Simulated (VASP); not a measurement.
# Re (P6_3/mmc) in VASP: single point with PBEsol

Aim: the single point of Re with PBEsol.

Everything below comes from runs of VASP 6.6.1. Logs are shortened: lines on timing, memory, paths and dates and some standing lists are left out, and cuts for length are marked.

### Step 1. The cell of the first run

Symmetry: P6_3/mmc, No. 194, hexagonal system. Conventional cell: a = 2.750 Å, b = 2.750 Å, c = 4.443 Å, α = 90.00°, β = 90.00°, γ = 120.00°. Re (site symmetry -6m2) has 12 Re at 2.73 to 2.75 Å within 3.6 Å.

### Step 2. Single point, PBEsol

INCAR

```
SYSTEM = Re
PREC = Accurate
ENCUT = 520
EDIFF = 1E-6
ISMEAR = 0
SIGMA = 0.15
LREAL = .FALSE.
LASPH = .TRUE.
NELM = 60
ALGO = Fast
ISIF = 2
LWAVE = .FALSE.
LCHARG = .TRUE.
GGA = PS
LELF = .TRUE.
LVHAR = .TRUE.
NBANDS = 14
```

KPOINTS

```
regular mesh
0
G
  18 18 10
  0 0 0
```

POSCAR

```
Re
1.0
    2.7502953086      0.0000000000      0.0000000000
   -1.3751476543      2.3818256051      0.0000000000
    0.0000000000      0.0000000000      4.4432902328
Re
2
Direct
    0.3333333333      0.6666666667      0.2500000000
    0.6666666667      0.3333333333      0.7500000000
```

Potentials or basis: VASP PAW PBE potentials, release 64 (Re).

Launch:

```console
cat potpaw_PBE.64/Re/POTCAR > POTCAR
mpirun -np 1 vasp_std > vasp.out
```

OUTCAR:

```text
SYSTEM = Re
   PREC = Accurate
   ENCUT = 520
   EDIFF = 1E-6
   ISMEAR = 0
   LREAL = .FALSE.
   LASPH = .TRUE.
   NELM = 60
   ISIF = 2
   GGA = PS

 ion  position               nearest neighbor table
   1  0.333  0.667  0.250-   2 2.73   2 2.73   2 2.73   2 2.73   2 2.73   2 2.73
   2  0.667  0.333  0.750-   1 2.73   1 2.73   1 2.73   1 2.73   1 2.73   1 2.73

  LATTYP: Found a hexagonal cell.
 ALAT       =     2.7502953086
 C/A-ratio  =     1.6155684151

  Lattice vectors:

 A1 = (   2.7502953086,   0.0000000000,   0.0000000000)
 A2 = (  -1.3751476543,   2.3818256051,   0.0000000000)
 A3 = (   0.0000000000,   0.0000000000,   4.4432902328)

Analysis of symmetry for initial positions (statically):
=====================================================================
 Subroutine PRICEL returns:
 Original cell was already a primitive cell.

 Routine SETGRP: Setting up the symmetry group for a
 hexagonal supercell.

 Subroutine GETGRP returns: Found 24 space group operations
 (whereof 12 operations were pure point group operations)
 out of a pool of 24 trial point group operations.

The static configuration has the point symmetry D_3d.
 The point group associated with its full space group is D_6h.

Analysis of symmetry for dynamics (positions and initial velocities):
=====================================================================
 Subroutine PRICEL returns:
 Original cell was already a primitive cell.

 Routine SETGRP: Setting up the symmetry group for a
 hexagonal supercell.

 Subroutine GETGRP returns: Found 24 space group operations
 (whereof 12 operations were pure point group operations)
 out of a pool of 24 trial point group operations.

The dynamic configuration has the point symmetry D_3d.
 The point group associated with its full space group is D_6h.

 Subroutine INISYM returns: Found 24 space group operations
 (whereof 12 operations are pure point group operations),
 and found     1 'primitive' translations

----------------------------------------------------------------------------------------

                                     Primitive cell

  volume of cell :      29.1068

  direct lattice vectors                    reciprocal lattice vectors
     2.750295309  0.000000000  0.000000000     0.363597319  0.209923010  0.000000000
    -1.375147654  2.381825605  0.000000000     0.000000000  0.419846020  0.000000000
     0.000000000  0.000000000  4.443290233     0.000000000  0.000000000  0.225058447

  length of vectors
     2.750295309  2.750295309  4.443290233     0.419846020  0.419846020  0.225058447

  position of ions in fractional coordinates (direct lattice)
     0.333333333  0.666666667  0.250000000
     0.666666667  0.333333333  0.750000000

  ion indices of the primitive-cell ions
   primitive index   ion index
                 1           1
                 2           2

----------------------------------------------------------------------------------------

 KPOINTS: regular mesh

Automatic generation of k-mesh.
 Grid dimensions read from file:
 generate k-points for:   18   18   10

 Generating k-lattice:

  Cartesian coordinates                     Fractional coordinates (reciprocal lattice)
     0.020199851  0.011662389  0.000000000     0.055555556  0.000000000  0.000000000
     0.000000000  0.023324779  0.000000000     0.000000000  0.055555556  0.000000000
     0.000000000  0.000000000  0.022505845     0.000000000  0.000000000  0.100000000

  Length of vectors
     0.023324779  0.023324779  0.022505845

  Shift w.r.t. Gamma in fractional coordinates (k-lattice)
     0.000000000  0.000000000  0.000000000

 Subroutine IBZKPT returns following result:
 ===========================================

 Found    222 irreducible k-points:

 Following reciprocal coordinates:
            Coordinates               Weight
  0.000000  0.000000  0.000000      1.000000
  0.055556  0.000000  0.000000      6.000000
  0.111111  0.000000  0.000000      6.000000
  0.166667  0.000000  0.000000      6.000000
  0.222222  0.000000  0.000000      6.000000
  0.277778  0.000000  0.000000      6.000000
[... 16 lines left out ...]
  0.333333  0.111111  0.000000     12.000000
  0.388889  0.111111  0.000000     12.000000
 [... further k-points ...]
   k-points           NKPTS =    222   k-points in BZ     NKDIM =    222   number of bands    NBANDS=     14
   number of dos      NEDOS =    301   number of ions     NIONS =      2
   total plane-waves  NPLWV =  14400
   dimension x,y,z NGX =    20 NGY =   20 NGZ =   36
   dimension x,y,z NGXF=    40 NGYF=   40 NGZF=   72
   ions per type =               2
   NGX,Y,Z   is equivalent  to a cutoff of  12.09, 12.09, 13.47 a.u.
   NGXF,Y,Z  is equivalent  to a cutoff of  24.18, 24.18, 26.94 a.u.
 SYSTEM =  Re
   PREC   = accura    normal or accurate (medium, high low for compatibility)
   ISTART =      0    job   : 0-new  1-cont  2-samecut
   ICHARG =      2    charge: 1-file 2-atom 10-const
   ISPIN  =      1    spin polarized calculation?
   LNONCOLLINEAR =      F non collinear calculations
   LSORBIT =      F    spin-orbit coupling
   LASPH  =      T    aspherical Exc in radial PAW
   ENCUT  =  520.0 eV  38.22 Ry    6.18 a.u.   5.11  5.11  8.26*2*pi/ulx,y,z
   NELM   =     60;   NELMIN=  2; NELMDL= -5     # of ELM steps
   EDIFF  = 0.1E-05   stopping-criterion for ELM
   LREAL  =      F    real-space projection
   EDIFFG = 0.1E-04   stopping-criterion for IOM
   NSW    =      0    number of steps for IOM
   IBRION =     -1    ionic relax: 0-MD 1-quasi-New 2-CG
   NFREE  =      0    steps in history (QN), initial steepest desc. (CG)
   ISIF   =      2    stress and relaxation
   ISYM   =      2    0-nonsym 1-usesym 2-fastsym
   POTIM  = 0.5000    time-step for ionic-motion
   TEBEG  =    0.0;   TEEND  =   0.0 temperature during run
   PSTRESS=    0.0 pullay stress
   NELECT =      14.0000    total number of electrons
   NUPDOWN=      -1.0000    fix difference up-down
   EMIN   =  10.00;   EMAX   =-10.00  energy-range for DOS
   EFERMI =   0.00;   METHOD = LEGACY
   ISMEAR =     0;   SIGMA  =   0.15  broadening in eV -4-tet -1-fermi 0-gaus
   EFERMI_NEDOS =   21; number of points for ismear=-14 and -15
   IALGO  =     68    algorithm
   IMIX   =      4    mixing-type and parameters
     AMIX     =   0.40;   BMIX     =  1.00
     AMIX_MAG =   1.60;   BMIX_MAG =  1.00
  volume/ion in A,a.u.               =      14.55        98.21
  Fermi-wavevector in a.u.,A,eV,Ry     =   1.282684  2.423920 22.385353  1.645277
  Thomas-Fermi vector in A             =   2.414981
   LORBIT       =      0    0 simple, 1 ext, 2 COOP (PROOUT), +10 PAW based schemes
   GGA     = PS    functional components
   LHFCALC =     F    Hartree Fock is set to
   AEXX    =    0.0000 exact exchange contribution
   IVDW    =     0    specifies the selected vdW correction
   LEPSILON=     F    determine dielectric tensor
   LRPA    =     F    only Hartree local field effects (RPA)
 non-spin polarized calculation
 RMM-DIIS sequential band-by-band and
 Gauss-broadening in eV      SIGMA  =   0.15
  energy-cutoff  :      520.00
  volume of cell :       29.11
 maximum number of plane-waves:       798
   NGX = 11   NGY = 11   NGZ = 17

 number of electron      14.0000001 magnetization

 Free energy of the ion-electron system (eV)
  ---------------------------------------------------
  ext. energy  EPLUGINS =         0.00000000
  ---------------------------------------------------
  free energy    TOTEN  =       -26.74567068 eV

  energy without entropy =      -26.72708479  energy(sigma->0) =      -26.73637773

 E-fermi :   7.8413     XC(G=0): -13.8795

 val. band max:        7.8358867057   @ k =   0.3889   0.0000   0.5000
 cond. band min:       7.8433926919   @ k =   0.2778   0.0000   0.5000
 fundamental gap:      0.0075059862
 Fermi energy:         7.8413332657

 k-point     1 :       0.0000    0.0000    0.0000
  band No.  band energies     occupation
      1      -2.1205      2.00000
      2       1.1301      2.00000
      3       6.2369      2.00000
      4       6.2392      2.00000
      5       6.2392      2.00000
      6       7.0926      2.00000
      7       7.0926      2.00000
      8       8.0449      0.05497
      9       8.0449      0.05497
     10       8.4851      0.00000
     11      11.2755      0.00000
     12      11.2755      0.00000
     13      17.9937      0.00000
     14      22.0423      0.00000

 k-point     2 :       0.0556    0.0000    0.0000
  band No.  band energies     occupation
      1      -1.9918      2.00000
      2       1.2519      2.00000
      3       5.8657      2.00000
      4       6.3574      2.00000
      5       6.5667      2.00000
      6       6.9988      2.00000
      7       7.2044      2.00000
      8       7.7824      1.42154
      9       7.9432      0.33666
     10       8.1570      0.00292
     11      11.3452      0.00000
     12      11.8713      0.00000
     13      17.9901      0.00000
     14      22.3320      0.00000

 k-point     3 :       0.1111    0.0000    0.0000
  band No.  band energies     occupation
      1      -1.6166      2.00000
      2       1.5943      2.00000
      3       5.4312      2.00000
      4       6.6902      2.00000
      5       6.7077      2.00000
      6       6.8512      2.00000
      7       6.9825      2.00000
      8       7.5349      1.99613
      9       7.6765      1.87977
     10       7.9074      0.53328
     11      11.5190      0.00000
     12      13.0807      0.00000
     13      17.9479      0.00000
     14      23.1317      0.00000
[... 324 lines left out ...]
 k-point    23 :       0.3333    0.1111    0.0000
  band No.  band energies     occupation
      1       1.9896      2.00000
      2       2.4746      2.00000
      3       2.9060      2.00000
      4       5.1116      2.00000
      5       5.7552      2.00000
      6       6.6848      2.00000
      7       6.8719      2.00000
      8      10.1612      0.00000
      9      11.2313      0.00000
     10      11.9979      0.00000
     11      12.5820      0.00000
     12      17.5050      0.00000
     13      18.1409      0.00000
     14      20.3158      0.00000

 k-point    24 :       0.3889    0.1111    0.0000
  band No.  band energies     occupation
      1       2.1894      2.00000
      2       2.3189      2.00000
      3       2.6329      2.00000
      4       5.5416      2.00000
      5       5.7270      2.00000
      6       6.4529      2.00000
      7       7.2149      2.00000
      8      11.1126      0.00000
      9      11.7253      0.00000
     10      12.0179      0.00000
     11      13.5946      0.00000
     12      16.3888      0.00000
     13      18.1421      0.00000
     14      19.2015      0.00000

 [... further k-points ...]

------------------------ aborting loop because EDIFF is reached ----------------------------------------

  FORCE on cell =-STRESS in cart. coord.  units (eV):
  Direction    XX          YY          ZZ          XY          YZ          ZX
  --------------------------------------------------------------------------------------
  -------------------------------------------------------------------------------------
  Total        0.0400311      0.0400311     -0.0190890      0.0000000      0.0000000      0.0000000
  in kB        2.2035059      2.2035059     -1.0507521      0.0000000      0.0000000      0.0000000
  external PRESSURE =       1.1187532 kB  Pullay stress =       0.0000000 kB

 VOLUME and BASIS-vectors are now :
 -----------------------------------------------------------------------------
  energy-cutoff  :      520.00
  volume of cell :       29.11
      direct lattice vectors                 reciprocal lattice vectors
     2.750295309  0.000000000  0.000000000     0.363597319  0.209923010  0.000000000
    -1.375147654  2.381825605  0.000000000     0.000000000  0.419846020  0.000000000
     0.000000000  0.000000000  4.443290233     0.000000000  0.000000000  0.225058447

 POSITION                                       TOTAL-FORCE (eV/Angst)
 -----------------------------------------------------------------------------------
     -0.00000      1.58788      1.11082         0.000000     -0.000000      0.000000
      1.37515      0.79394      3.33247        -0.000000      0.000000      0.000000
 -----------------------------------------------------------------------------------
    total drift:                               -0.000000      0.000000     -0.000000

  FREE ENERGIE OF THE ION-ELECTRON SYSTEM (eV)
  ---------------------------------------------------
  free  energy   TOTEN  =       -26.7456706769 eV

  energy  without entropy=      -26.7270847869  energy(sigma->0) =      -26.73637773
```

Wall time 66 s (1 thread of Intel Xeon Platinum 8259CL at 2.50GHz (Skylake/Cascade Lake), shared host); peak memory 0.2 GiB.

What came out:

```yaml
Free_energy: -26.7457 eV
Pressure: 0.1 GPa
Band_gap_on_the_k_mesh: zero (bands 7 and 8 overlap by 3.23 eV)
```

Levels at points of the mesh, in eV from the Fermi level:
| k point | band 5 | band 6 | band 7 | band 8 | band 9 | band 10 |
| --- | --- | --- | --- | --- | --- | --- |
| (0.00, 0.00, 0.00) | -1.60 | -0.75 | -0.75 | 0.20 | 0.20 | 0.64 |
| (0.50, 0.00, 0.00) | -1.73 | -1.38 | -0.60 | 4.06 | 4.47 | 4.60 |
| (0.00, 0.00, 0.50) | -1.73 | -1.73 | -1.73 | -1.73 | 2.61 | 2.61 |
| (0.50, 0.00, 0.50) | 0.41 | 0.41 | 0.96 | 0.96 | 4.38 | 4.38 |

Caveat: the PAW data sets were made with another functional, which shifts forces and pressure a little; spin-orbit coupling is left out, which moves the levels of the heavy elements.
